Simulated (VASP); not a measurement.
# AlCr2C (P6_3/mmc) in VASP: a series of runs

The runs below take AlCr2C through single point, with PBEsol.

All numbers are computed with VASP 6.6.1; they aren't measurements. Logs are shortened: lines on timing, memory, paths and dates and some standing lists are left out, and cuts for length are marked.

## 1. The cell of the first run

The structure is hexagonal, space group P6_3/mmc (No. 194). Conventional cell: a = 2.754 Å, b = 2.754 Å, c = 12.345 Å, α = 90.00°, β = 90.00°, γ = 120.00°. Al (site symmetry -6m2) has 6 Cr at 2.57 Å and 6 Al at 2.75 Å and 6 C at 3.47 Å within 3.5 Å. Within 2.8 Å of Cr (site symmetry 3m) lie 3 C at 1.92 Å and 3 Al at 2.57 Å and 9 Cr at 2.67 to 2.75 Å. Within 2.5 Å of C (site symmetry -3m) lie 6 Cr at 1.92 Å.

## 2. Single point, PBEsol (10.14 Å³/atom)

INCAR reads:

```
PREC     = Accurate       # precision mode
ENCUT    = 520            # plane-wave cutoff, eV
EDIFF    = 1E-6           # SCF threshold, eV
ISMEAR   = 0              # smearing method
SIGMA    = 0.1            # smearing width, eV
LREAL    = F              # projectors in reciprocal space
LASPH    = T              # aspherical terms in the spheres
NELM     = 60             # most SCF steps
ALGO     = Normal         # electronic algorithm
ISIF     = 2              # what is computed and relaxed
LWAVE    = F              # write WAVECAR
LCHARG   = T              # write CHGCAR
GGA      = PS             # functional
LELF     = T              # ELF
LVHAR    = T            
NBANDS   = 41             # bands
```

KPOINTS reads:

```
Automatic mesh
0
Gamma
  12 12 4
```

POSCAR reads:

```
AlCr2C
1.0
    2.7539940273      0.0000000000      0.0000000000
   -1.3769970137      2.3850287895      0.0000000000
    0.0000000000      0.0000000000     12.3453903164
Al Cr C
2 4 2
Direct
    0.6666666667      0.3333333333      0.2500000000
    0.3333333333      0.6666666667      0.7500000000
    0.3333333333      0.6666666667      0.4133718742
    0.6666666667      0.3333333333      0.9133718742
    0.6666666667      0.3333333333      0.5866281258
    0.3333333333      0.6666666667      0.0866281258
    0.0000000000      0.0000000000      0.5000000000
    0.0000000000      0.0000000000      0.0000000000
```

Potentials or basis: VASP PAW PBE potentials, release 64 (Al, Cr_pv, C).

Run with:

```
cat potpaw_PBE.64/Al/POTCAR potpaw_PBE.64/Cr_pv/POTCAR potpaw_PBE.64/C/POTCAR > POTCAR
mpirun -np 1 vasp_std > vasp.out
```

OUTCAR:

```text
PREC = Accurate
   ENCUT = 520
   EDIFF = 1E-6
   ISMEAR = 0
   LREAL = F
   LASPH = T
   NELM = 60
   ISIF = 2
   GGA = PS

 ion  position               nearest neighbor table
   1  0.667  0.333  0.250-   3 2.57   6 2.57   3 2.57   6 2.57   3 2.57   6 2.57
   2  0.333  0.667  0.750-   4 2.57   5 2.57   4 2.57   5 2.57   4 2.57   5 2.57
   3  0.333  0.667  0.413-   7 1.92   7 1.92   7 1.92   1 2.57   1 2.57   1 2.57   5 2.67   5 2.67
                             5 2.67
   4  0.667  0.333  0.913-   8 1.92   8 1.92   8 1.92   2 2.57   2 2.57   2 2.57   6 2.67   6 2.67
                             6 2.67
   5  0.667  0.333  0.587-   7 1.92   7 1.92   7 1.92   2 2.57   2 2.57   2 2.57   3 2.67   3 2.67
                             3 2.67
   6  0.333  0.667  0.087-   8 1.92   8 1.92   8 1.92   1 2.57   1 2.57   1 2.57   4 2.67   4 2.67
                             4 2.67
   7  0.000  0.000  0.500-   3 1.92   5 1.92   5 1.92   3 1.92   5 1.92   3 1.92
   8  0.000  0.000  0.000-   4 1.92   6 1.92   4 1.92   6 1.92   4 1.92   6 1.92

  LATTYP: Found a hexagonal cell.
 ALAT       =     2.7539940273
 C/A-ratio  =     4.4827222550

  Lattice vectors:

 A1 = (   2.7539940273,   0.0000000000,   0.0000000000)
 A2 = (  -1.3769970137,   2.3850287895,   0.0000000000)
 A3 = (   0.0000000000,   0.0000000000,  12.3453903164)

Analysis of symmetry for initial positions (statically):
=====================================================================
 Subroutine PRICEL returns:
 Original cell was already a primitive cell.

 Routine SETGRP: Setting up the symmetry group for a
 hexagonal supercell.

 Subroutine GETGRP returns: Found 24 space group operations
 (whereof 12 operations were pure point group operations)
 out of a pool of 24 trial point group operations.

The static configuration has the point symmetry D_3d.
 The point group associated with its full space group is D_6h.

Analysis of symmetry for dynamics (positions and initial velocities):
=====================================================================
 Subroutine PRICEL returns:
 Original cell was already a primitive cell.

 Routine SETGRP: Setting up the symmetry group for a
 hexagonal supercell.

 Subroutine GETGRP returns: Found 24 space group operations
 (whereof 12 operations were pure point group operations)
 out of a pool of 24 trial point group operations.

The dynamic configuration has the point symmetry D_3d.
 The point group associated with its full space group is D_6h.

 Subroutine INISYM returns: Found 24 space group operations
 (whereof 12 operations are pure point group operations),
 and found     1 'primitive' translations

----------------------------------------------------------------------------------------

                                     Primitive cell

  volume of cell :      81.0889

  direct lattice vectors                    reciprocal lattice vectors
     2.753994027  0.000000000  0.000000000     0.363108994  0.209641075  0.000000000
    -1.376997014  2.385028790  0.000000000     0.000000000  0.419282151  0.000000000
     0.000000000  0.000000000 12.345390316     0.000000000  0.000000000  0.081001894

  length of vectors
     2.753994027  2.753994027 12.345390316     0.419282151  0.419282151  0.081001894

  position of ions in fractional coordinates (direct lattice)
     0.666666667  0.333333333  0.250000000
     0.333333333  0.666666667  0.750000000
     0.333333333  0.666666667  0.413371874
     0.666666667  0.333333333  0.913371874
     0.666666667  0.333333333  0.586628126
     0.333333333  0.666666667  0.086628126
     0.000000000  0.000000000  0.500000000
     0.000000000  0.000000000  0.000000000

  ion indices of the primitive-cell ions
   primitive index   ion index
                 1           1
                 2           2
                 3           3
                 4           4
                 5           5
                 6           6
                 7           7
                 8           8

----------------------------------------------------------------------------------------

 KPOINTS: Automatic mesh

Automatic generation of k-mesh.
 Grid dimensions read from file:
 generate k-points for:   12   12    4

 Generating k-lattice:

  Cartesian coordinates                     Fractional coordinates (reciprocal lattice)
     0.030259083  0.017470090  0.000000000     0.083333333  0.000000000  0.000000000
     0.000000000  0.034940179  0.000000000     0.000000000  0.083333333  0.000000000
     0.000000000  0.000000000  0.020250474     0.000000000  0.000000000  0.250000000

  Length of vectors
     0.034940179  0.034940179  0.020250474

  Shift w.r.t. Gamma in fractional coordinates (k-lattice)
     0.000000000  0.000000000  0.000000000

 Subroutine IBZKPT returns following result:
 ===========================================

 Found     57 irreducible k-points:

 Following reciprocal coordinates:
            Coordinates               Weight
  0.000000  0.000000  0.000000      1.000000
  0.083333  0.000000  0.000000      6.000000
  0.166667  0.000000  0.000000      6.000000
  0.250000  0.000000  0.000000      6.000000
  0.333333  0.000000  0.000000      6.000000
  0.416667  0.000000  0.000000      6.000000
[... 16 lines left out ...]
  0.250000  0.000000  0.250000     12.000000
  0.333333  0.000000  0.250000     12.000000
 [... further k-points ...]
   k-points           NKPTS =     57   k-points in BZ     NKDIM =     57   number of bands    NBANDS=     41
   number of dos      NEDOS =    301   number of ions     NIONS =      8
   total plane-waves  NPLWV =  38400
   dimension x,y,z NGX =    20 NGY =   20 NGZ =   96
   dimension x,y,z NGXF=    40 NGYF=   40 NGZF=  192
   ions per type =               2   4   2
   NGX,Y,Z   is equivalent  to a cutoff of  12.07, 12.07, 12.93 a.u.
   NGXF,Y,Z  is equivalent  to a cutoff of  24.15, 24.15, 25.86 a.u.
 SYSTEM =  unknown system
   PREC   = accura    normal or accurate (medium, high low for compatibility)
   ISTART =      0    job   : 0-new  1-cont  2-samecut
   ICHARG =      2    charge: 1-file 2-atom 10-const
   ISPIN  =      1    spin polarized calculation?
   LNONCOLLINEAR =      F non collinear calculations
   LSORBIT =      F    spin-orbit coupling
   LASPH  =      T    aspherical Exc in radial PAW
   ENCUT  =  520.0 eV  38.22 Ry    6.18 a.u.   5.12  5.12 22.95*2*pi/ulx,y,z
   NELM   =     60;   NELMIN=  2; NELMDL= -5     # of ELM steps
   EDIFF  = 0.1E-05   stopping-criterion for ELM
   LREAL  =      F    real-space projection
   EDIFFG = 0.1E-04   stopping-criterion for IOM
   NSW    =      0    number of steps for IOM
   IBRION =     -1    ionic relax: 0-MD 1-quasi-New 2-CG
   NFREE  =      0    steps in history (QN), initial steepest desc. (CG)
   ISIF   =      2    stress and relaxation
   ISYM   =      2    0-nonsym 1-usesym 2-fastsym
   POTIM  = 0.5000    time-step for ionic-motion
   TEBEG  =    0.0;   TEEND  =   0.0 temperature during run
   PSTRESS=    0.0 pullay stress
   NELECT =      62.0000    total number of electrons
   NUPDOWN=      -1.0000    fix difference up-down
   EMIN   =  10.00;   EMAX   =-10.00  energy-range for DOS
   EFERMI =   0.00;   METHOD = LEGACY
   ISMEAR =     0;   SIGMA  =   0.10  broadening in eV -4-tet -1-fermi 0-gaus
   EFERMI_NEDOS =   21; number of points for ismear=-14 and -15
   IALGO  =     38    algorithm
   IMIX   =      4    mixing-type and parameters
     AMIX     =   0.40;   BMIX     =  1.00
     AMIX_MAG =   1.60;   BMIX_MAG =  1.00
  volume/ion in A,a.u.               =      10.14        68.40
  Fermi-wavevector in a.u.,A,eV,Ry     =   1.496988  2.828897 30.490279  2.240972
  Thomas-Fermi vector in A             =   2.608934
   LORBIT       =      0    0 simple, 1 ext, 2 COOP (PROOUT), +10 PAW based schemes
   GGA     = PS    functional components
   LHFCALC =     F    Hartree Fock is set to
   AEXX    =    0.0000 exact exchange contribution
   IVDW    =     0    specifies the selected vdW correction
   LEPSILON=     F    determine dielectric tensor
   LRPA    =     F    only Hartree local field effects (RPA)
 non-spin polarized calculation
 Gauss-broadening in eV      SIGMA  =   0.10
  energy-cutoff  :      520.00
  volume of cell :       81.09
 maximum number of plane-waves:      2207
   NGX = 11   NGY = 11   NGZ = 45

 number of electron      62.0000025 magnetization

 Free energy of the ion-electron system (eV)
  ---------------------------------------------------
  ext. energy  EPLUGINS =         0.00000000
  ---------------------------------------------------
  free energy    TOTEN  =       -70.05070989 eV

  energy without entropy =      -70.02288230  energy(sigma->0) =      -70.03679609

 E-fermi :  10.9979     XC(G=0): -13.0548

 val. band max:       10.9898556500   @ k =   0.3333   0.0000   0.0000
 cond. band min:      11.0115484051   @ k =   0.1667   0.0833   0.2500
 fundamental gap:      0.0216927551
 Fermi energy:        10.9978880464

 k-point     1 :       0.0000    0.0000    0.0000
  band No.  band energies     occupation
      1     -32.2902      2.00000
      2     -32.2875      2.00000
      3     -31.9735      2.00000
      4     -31.9735      2.00000
      5     -31.9734      2.00000
      6     -31.9734      2.00000
[... 33 lines left out ...]
     40      14.5212      0.00000
     41      16.6091      0.00000

 k-point     2 :       0.0833    0.0000    0.0000
  band No.  band energies     occupation
      1     -32.2840      2.00000
      2     -32.2814      2.00000
      3     -32.0063      2.00000
      4     -32.0060      2.00000
      5     -31.9823      2.00000
      6     -31.9822      2.00000
[... 33 lines left out ...]
     40      14.7392      0.00000
     41      16.5762      0.00000

 k-point     3 :       0.1667    0.0000    0.0000
  band No.  band energies     occupation
      1     -32.2698      2.00000
      2     -32.2676      2.00000
      3     -32.0833      2.00000
      4     -32.0828      2.00000
      5     -32.0094      2.00000
      6     -32.0089      2.00000
[... 875 lines left out ...]
      2     -32.2653      2.00000
      3     -32.1795      2.00000
      4     -32.1791      2.00000
      5     -32.0699      2.00000
      6     -32.0692      2.00000
[... 33 lines left out ...]
     40      15.0343      0.00000
     41      15.3839      0.00000

 k-point    24 :       0.3333    0.0000    0.2500
  band No.  band energies     occupation
      1     -32.3093      2.00000
      2     -32.3089      2.00000
      3     -32.2618      2.00000
      4     -32.2613      2.00000
      5     -32.0902      2.00000
      6     -32.0891      2.00000
[... 33 lines left out ...]
     40      14.2415      0.00000
     41      14.7242      0.00000

 [... further k-points ...]
[... 5 lines left out ...]
  --------------------------------------------------------------------------------------
  -------------------------------------------------------------------------------------
  Total        7.3215848      7.3215848      7.2369566     -0.0000000      0.0000000      0.0000000
  in kB      144.6619236    144.6619236    142.9898162     -0.0000000      0.0000000      0.0000000
  external PRESSURE =     144.1045545 kB  Pullay stress =       0.0000000 kB

 VOLUME and BASIS-vectors are now :
 -----------------------------------------------------------------------------
  energy-cutoff  :      520.00
  volume of cell :       81.09
      direct lattice vectors                 reciprocal lattice vectors
     2.753994027  0.000000000  0.000000000     0.363108994  0.209641075  0.000000000
    -1.376997014  2.385028790  0.000000000     0.000000000  0.419282151  0.000000000
     0.000000000  0.000000000 12.345390316     0.000000000  0.000000000  0.081001894

 POSITION                                       TOTAL-FORCE (eV/Angst)
 -----------------------------------------------------------------------------------
      1.37700      0.79501      3.08635        -0.000000     -0.000000      0.000000
     -0.00000      1.59002      9.25904        -0.000000     -0.000000      0.000000
     -0.00000      1.59002      5.10324        -0.000000      0.000000     -0.043706
      1.37700      0.79501     11.27593         0.000000     -0.000000     -0.043706
      1.37700      0.79501      7.24215         0.000000     -0.000000      0.043706
     -0.00000      1.59002      1.06946        -0.000000      0.000000      0.043706
      0.00000      0.00000      6.17270        -0.000000     -0.000000      0.000000
      0.00000      0.00000      0.00000        -0.000000     -0.000000      0.000000
 -----------------------------------------------------------------------------------
    total drift:                               -0.000000      0.000000     -0.000000

  FREE ENERGIE OF THE ION-ELECTRON SYSTEM (eV)
  ---------------------------------------------------
  free  energy   TOTEN  =       -70.0507098877 eV

  energy  without entropy=      -70.0228822988  energy(sigma->0) =      -70.03679609
```

It took 85 s on 1 thread of AMD EPYC 9R45 (Zen 5), shared host; peak memory 0.25 GiB.

Results:

```yaml
Free_energy: -70.0507 eV
Pressure: 14.4 GPa
Largest_force: 0.044 eV/Å
Band_gap_on_the_k_mesh: zero (bands 31 and 32 overlap by 0.91 eV)
```

Forces on the atoms (eV/Å):
```
Al   0.000  0.000  0.000
Al   0.000  0.000  0.000
Cr   0.000  0.000 -0.044
Cr   0.000  0.000 -0.044
Cr   0.000  0.000  0.044
Cr   0.000  0.000  0.044
C    0.000  0.000  0.000
C    0.000  0.000  0.000
```

Levels at points of the mesh, in eV from the Fermi level:
| k point | band 28 | band 29 | band 30 | band 31 | band 32 | band 33 | band 34 | band 35 |
| --- | --- | --- | --- | --- | --- | --- | --- | --- |
| (0.00, 0.00, 0.00) | -1.14 | -1.12 | -1.12 | -0.21 | -0.21 | -0.17 | -0.17 | 0.61 |
| (0.50, 0.00, 0.00) | -2.09 | 0.15 | 0.31 | 0.45 | 0.48 | 1.02 | 1.04 | 1.34 |
| (0.00, 0.00, 0.50) | -1.13 | -1.13 | -1.13 | -0.19 | -0.19 | -0.19 | -0.19 | 0.64 |
| (0.50, 0.00, 0.50) | -2.11 | 0.33 | 0.33 | 0.38 | 0.38 | 1.03 | 1.03 | 1.41 |

Caveat: the cell stands under pressure; the PAW data sets were made with another functional, which shifts forces and pressure a little; the run has no spin polarisation, though such a crystal can be magnetic. Spin polarisation is off, so any magnetic state and its effect on volume and gap are missing.

(Continued in part 2 of 2.)
